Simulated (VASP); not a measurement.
# Mo (Im-3m) in VASP: a series of runs

The runs below take Mo through single point, with PBE.

All numbers are computed with VASP 6.6.1; they aren't measurements. Logs are shortened: lines on timing, memory, paths and dates and some standing lists are left out, and cuts for length are marked.

### 1 The cell of the first run

Symmetry: Im-3m, No. 229, cubic system. The conventional cell has a = 3.163 Å, b = 3.163 Å, c = 3.163 Å, α = 90.00°, β = 90.00°, γ = 90.00°. Mo (site symmetry m-3m) has 14 Mo at 2.74 to 3.16 Å within 3.6 Å.

### 2 Single point, PBE

INCAR reads:

```
SYSTEM = Mo
  PREC = Accurate
  ENCUT = 520
  EDIFF = 1E-6
  ISMEAR = 1
  SIGMA = 0.1
  LREAL = .False.
  LASPH = .True.
  NELM = 100
  ALGO = Normal
  ISIF = 2
  LWAVE = .False.
  LCHARG = .False.
  GGA = PE
  NBANDS = 13
```

KPOINTS reads:

```
regular mesh
0
Gamma
  14 14 14
  0 0 0
```

POSCAR reads:

```
Mo
1.0
   -1.5813793950      1.5813793950      1.5813793950
    1.5813793950     -1.5813793950      1.5813793950
    1.5813793950      1.5813793950     -1.5813793950
Mo
1
Direct
    0.0000000000      0.0000000000      0.0000000000
```

Potentials or basis: VASP PAW PBE potentials, release 64 (Mo_sv).

Run with:

```console
$ cat potpaw_PBE.64/Mo_sv/POTCAR > POTCAR
$ mpirun -np 1 vasp_std > vasp.out
```

OUTCAR:

```text
SYSTEM = Mo
   PREC = Accurate
   ENCUT = 520
   EDIFF = 1E-6
   ISMEAR = 1
   LREAL = .False.
   LASPH = .True.
   NELM = 100
   ISIF = 2
   GGA = PE

 ion  position               nearest neighbor table
   1  0.000  0.000  0.000-

  LATTYP: Found a body centered cubic cell.
 ALAT       =     3.1627587900

  Lattice vectors:

 A1 = (  -1.5813793950,   1.5813793950,   1.5813793950)
 A2 = (   1.5813793950,  -1.5813793950,   1.5813793950)
 A3 = (   1.5813793950,   1.5813793950,  -1.5813793950)

Analysis of symmetry for initial positions (statically):
=====================================================================
 Subroutine PRICEL returns:
 Original cell was already a primitive cell.

 Routine SETGRP: Setting up the symmetry group for a
 body centered cubic supercell.

 Subroutine GETGRP returns: Found 48 space group operations
 (whereof 48 operations were pure point group operations)
 out of a pool of 48 trial point group operations.

The static configuration has the point symmetry O_h .

Analysis of symmetry for dynamics (positions and initial velocities):
=====================================================================
 Subroutine PRICEL returns:
 Original cell was already a primitive cell.

 Routine SETGRP: Setting up the symmetry group for a
 body centered cubic supercell.

 Subroutine GETGRP returns: Found 48 space group operations
 (whereof 48 operations were pure point group operations)
 out of a pool of 48 trial point group operations.

The dynamic configuration has the point symmetry O_h .

 Subroutine INISYM returns: Found 48 space group operations
 (whereof 48 operations are pure point group operations),
 and found     1 'primitive' translations

----------------------------------------------------------------------------------------

                                     Primitive cell

  volume of cell :      15.8186

  direct lattice vectors                    reciprocal lattice vectors
    -1.581379395  1.581379395  1.581379395     0.000000000  0.316179660  0.316179660
     1.581379395 -1.581379395  1.581379395     0.316179660  0.000000000  0.316179660
     1.581379395  1.581379395 -1.581379395     0.316179660  0.316179660  0.000000000

  length of vectors
     2.739029458  2.739029458  2.739029458     0.447145564  0.447145564  0.447145564

  position of ions in fractional coordinates (direct lattice)
     0.000000000  0.000000000  0.000000000

  ion indices of the primitive-cell ions
   primitive index   ion index
                 1           1

----------------------------------------------------------------------------------------

 KPOINTS: regular mesh

Automatic generation of k-mesh.
 Grid dimensions read from file:
 generate k-points for:   14   14   14

 Generating k-lattice:

  Cartesian coordinates                     Fractional coordinates (reciprocal lattice)
     0.000000000  0.022584261  0.022584261     0.071428571  0.000000000  0.000000000
     0.022584261  0.000000000  0.022584261     0.000000000  0.071428571  0.000000000
     0.022584261  0.022584261  0.000000000     0.000000000  0.000000000  0.071428571

  Length of vectors
     0.031938969  0.031938969  0.031938969

  Shift w.r.t. Gamma in fractional coordinates (k-lattice)
     0.000000000  0.000000000  0.000000000

 Subroutine IBZKPT returns following result:
 ===========================================

 Found    104 irreducible k-points:

 Following reciprocal coordinates:
            Coordinates               Weight
  0.000000  0.000000  0.000000      1.000000
  0.071429  0.000000  0.000000     12.000000
  0.142857  0.000000  0.000000     12.000000
  0.214286  0.000000  0.000000     12.000000
  0.285714  0.000000  0.000000     12.000000
  0.357143  0.000000  0.000000     12.000000
[... 16 lines left out ...]
  0.285714  0.285714  0.000000     24.000000
  0.357143  0.285714  0.000000     24.000000
 [... further k-points ...]
   k-points           NKPTS =    104   k-points in BZ     NKDIM =    104   number of bands    NBANDS=     13
   number of dos      NEDOS =    301   number of ions     NIONS =      1
   total plane-waves  NPLWV =   8000
   dimension x,y,z NGX =    20 NGY =   20 NGZ =   20
   dimension x,y,z NGXF=    40 NGYF=   40 NGZF=   40
   ions per type =               1
   NGX,Y,Z   is equivalent  to a cutoff of  12.14, 12.14, 12.14 a.u.
   NGXF,Y,Z  is equivalent  to a cutoff of  24.28, 24.28, 24.28 a.u.
 SYSTEM =  Mo
   PREC   = accura    normal or accurate (medium, high low for compatibility)
   ISTART =      0    job   : 0-new  1-cont  2-samecut
   ICHARG =      2    charge: 1-file 2-atom 10-const
   ISPIN  =      1    spin polarized calculation?
   LNONCOLLINEAR =      F non collinear calculations
   LSORBIT =      F    spin-orbit coupling
   LASPH  =      T    aspherical Exc in radial PAW
   ENCUT  =  520.0 eV  38.22 Ry    6.18 a.u.   5.09  5.09  5.09*2*pi/ulx,y,z
   NELM   =    100;   NELMIN=  2; NELMDL= -5     # of ELM steps
   EDIFF  = 0.1E-05   stopping-criterion for ELM
   LREAL  =      F    real-space projection
   EDIFFG = 0.1E-04   stopping-criterion for IOM
   NSW    =      0    number of steps for IOM
   IBRION =     -1    ionic relax: 0-MD 1-quasi-New 2-CG
   NFREE  =      0    steps in history (QN), initial steepest desc. (CG)
   ISIF   =      2    stress and relaxation
   ISYM   =      2    0-nonsym 1-usesym 2-fastsym
   POTIM  = 0.5000    time-step for ionic-motion
   TEBEG  =    0.0;   TEEND  =   0.0 temperature during run
   PSTRESS=    0.0 pullay stress
   NELECT =      14.0000    total number of electrons
   NUPDOWN=      -1.0000    fix difference up-down
   EMIN   =  10.00;   EMAX   =-10.00  energy-range for DOS
   EFERMI =   0.00;   METHOD = LEGACY
   ISMEAR =     1;   SIGMA  =   0.10  broadening in eV -4-tet -1-fermi 0-gaus
   EFERMI_NEDOS =   21; number of points for ismear=-14 and -15
   IALGO  =     38    algorithm
   IMIX   =      4    mixing-type and parameters
     AMIX     =   0.40;   BMIX     =  1.00
     AMIX_MAG =   1.60;   BMIX_MAG =  1.00
  volume/ion in A,a.u.               =      15.82       106.75
  Fermi-wavevector in a.u.,A,eV,Ry     =   1.571791  2.970254 33.613555  2.470527
  Thomas-Fermi vector in A             =   2.673322
   LORBIT       =      0    0 simple, 1 ext, 2 COOP (PROOUT), +10 PAW based schemes
   GGA     = PE    functional components
   LHFCALC =     F    Hartree Fock is set to
   AEXX    =    0.0000 exact exchange contribution
   IVDW    =     0    specifies the selected vdW correction
   LEPSILON=     F    determine dielectric tensor
   LRPA    =     F    only Hartree local field effects (RPA)
 non-spin polarized calculation
 Methfessel and Paxton  Order N= 1 SIGMA  =   0.10
  energy-cutoff  :      520.00
  volume of cell :       15.82
 maximum number of plane-waves:       438
   NGX = 11   NGY = 11   NGZ = 11

 number of electron      14.0000004 magnetization

 Free energy of the ion-electron system (eV)
  ---------------------------------------------------
  ext. energy  EPLUGINS =         0.00000000
  ---------------------------------------------------
  free energy    TOTEN  =       -10.92155729 eV

  energy without entropy =      -10.92083533  energy(sigma->0) =      -10.92131664

 E-fermi :  12.4521     XC(G=0): -13.3268

 val. band max:       12.4237766081   @ k =  -0.2857   0.3571   0.1429
 cond. band min:      12.4526796206   @ k =  -0.3571   0.3571   0.2857
 fundamental gap:      0.0289030125
 Fermi energy:        12.4520535102

 k-point     1 :       0.0000    0.0000    0.0000
  band No.  band energies     occupation
      1     -48.8982      2.00000
      2     -22.1900      2.00000
      3     -22.1900      2.00000
      4     -22.1900      2.00000
      5       5.2065      2.00000
      6      11.0495      2.00000
      7      11.0495      2.00000
      8      11.0495      2.00000
      9      14.0320     -0.00000
     10      14.0320     -0.00000
     11      27.2176      0.00000
     12      27.2176      0.00000
     13      27.2176      0.00000

 k-point     2 :       0.0714    0.0000    0.0000
  band No.  band energies     occupation
      1     -48.8859      2.00000
      2     -22.2613      2.00000
      3     -22.2121      2.00000
      4     -22.1905      2.00000
      5       5.4285      2.00000
      6      10.9254      2.00000
      7      11.0281      2.00000
      8      11.2577      2.00000
      9      13.8537     -0.00000
     10      14.0357     -0.00000
     11      27.3797      0.00000
     12      27.5919      0.00000
     13      27.6418      0.00000

 k-point     3 :       0.1429    0.0000    0.0000
  band No.  band energies     occupation
      1     -48.8516      2.00000
      2     -22.4581      2.00000
      3     -22.2734      2.00000
      4     -22.1920      2.00000
      5       6.0396      2.00000
      6      10.5963      2.00000
      7      10.9261      2.00000
      8      11.8677      2.00000
      9      13.5385     -0.00000
     10      14.0596     -0.00000
     11      27.6837      0.00000
     12      28.5374      0.00000
     13      28.6645      0.00000

 k-point     4 :       0.2143    0.0000    0.0000
  band No.  band energies     occupation
      1     -48.8015      2.00000
      2     -22.7355      2.00000
      3     -22.3609      2.00000
      4     -22.1941      2.00000
      5       6.8331      2.00000
      6      10.1616      2.00000
      7      10.7954      2.00000
      8      12.8345     -0.00000
      9      13.4442     -0.00000
     10      14.1305     -0.00000
     11      27.5463      0.00000
     12      28.8328      0.00000
     13      30.3120      0.00000

 k-point     5 :       0.2857    0.0000    0.0000
  band No.  band energies     occupation
      1     -48.7454      2.00000
      2     -23.0345      2.00000
      3     -22.4566      2.00000
      4     -22.1964      2.00000
      5       7.3700      2.00000
      6       9.7243      2.00000
      7      11.0817      2.00000
      8      13.6282     -0.00000
      9      14.0708     -0.00000
     10      14.2637     -0.00000
     11      26.6363      0.00000
     12      27.7661      0.00000
     13      32.3777      0.00000
[... 257 lines left out ...]
 k-point    22 :       0.3571    0.2143    0.0000
  band No.  band energies     occupation
      1     -48.6269      2.00000
      2     -23.3485      2.00000
      3     -22.8349      2.00000
      4     -22.3349      2.00000
      5       8.2494      2.00000
      6       9.4119      2.00000
      7      11.2093      2.00000
      8      13.9330     -0.00000
      9      14.9887      0.00000
     10      19.8273      0.00000
     11      23.0624      0.00000
     12      25.1415      0.00000
     13      28.6924      0.00000

 k-point    23 :       0.2857    0.2857    0.0000
  band No.  band energies     occupation
      1     -48.6242      2.00000
      2     -23.2746      2.00000
      3     -22.9170      2.00000
      4     -22.3511      2.00000
      5       8.5492      2.00000
      6       9.5931      2.00000
      7      10.6501      2.00000
      8      14.0175     -0.00000
      9      14.8078      0.00000
     10      20.3439      0.00000
     11      23.1347      0.00000
     12      24.7488      0.00000
     13      29.2004      0.00000

 k-point    24 :       0.3571    0.2857    0.0000
  band No.  band energies     occupation
      1     -48.6162      2.00000
      2     -23.2238      2.00000
      3     -23.0173      2.00000
      4     -22.3582      2.00000
      5       8.5811      2.00000
      6       9.7580      2.00000
      7      10.4956      2.00000
      8      14.2496     -0.00000
      9      14.7286      0.00000
     10      21.6491      0.00000
     11      22.4425      0.00000
     12      23.7704      0.00000
     13      29.5124      0.00000

 [... further k-points ...]

------------------------ aborting loop because EDIFF is reached ----------------------------------------

  FORCE on cell =-STRESS in cart. coord.  units (eV):
  Direction    XX          YY          ZZ          XY          YZ          ZX
  --------------------------------------------------------------------------------------
  -------------------------------------------------------------------------------------
  Total        0.0671526      0.0671526      0.0671526      0.0000000     -0.0000000      0.0000000
  in kB        6.8015080      6.8015080      6.8015080      0.0000000     -0.0000000      0.0000000
  external PRESSURE =       6.8015080 kB  Pullay stress =       0.0000000 kB

 VOLUME and BASIS-vectors are now :
 -----------------------------------------------------------------------------
  energy-cutoff  :      520.00
  volume of cell :       15.82
      direct lattice vectors                 reciprocal lattice vectors
    -1.581379395  1.581379395  1.581379395     0.000000000  0.316179660  0.316179660
     1.581379395 -1.581379395  1.581379395     0.316179660  0.000000000  0.316179660
     1.581379395  1.581379395 -1.581379395     0.316179660  0.316179660  0.000000000

 POSITION                                       TOTAL-FORCE (eV/Angst)
 -----------------------------------------------------------------------------------
      0.00000      0.00000      0.00000         0.000000     -0.000000     -0.000000
 -----------------------------------------------------------------------------------
    total drift:                                0.000000     -0.000000      0.000000

  FREE ENERGIE OF THE ION-ELECTRON SYSTEM (eV)
  ---------------------------------------------------
  free  energy   TOTEN  =       -10.9215572912 eV

  energy  without entropy=      -10.9208353329  energy(sigma->0) =      -10.92131664
```

It took 11 s on 1 thread of Intel Xeon 6975P-C, shared host; peak memory 0.14 GiB.

What came out:

* Free energy: -10.9216 eV
* Pressure: 0.7 GPa
* Band gap on the k mesh: zero (band 7 reaches 16.30 eV, above the bottom of band 8 at 11.05 eV)

[end of part 1 of 2]
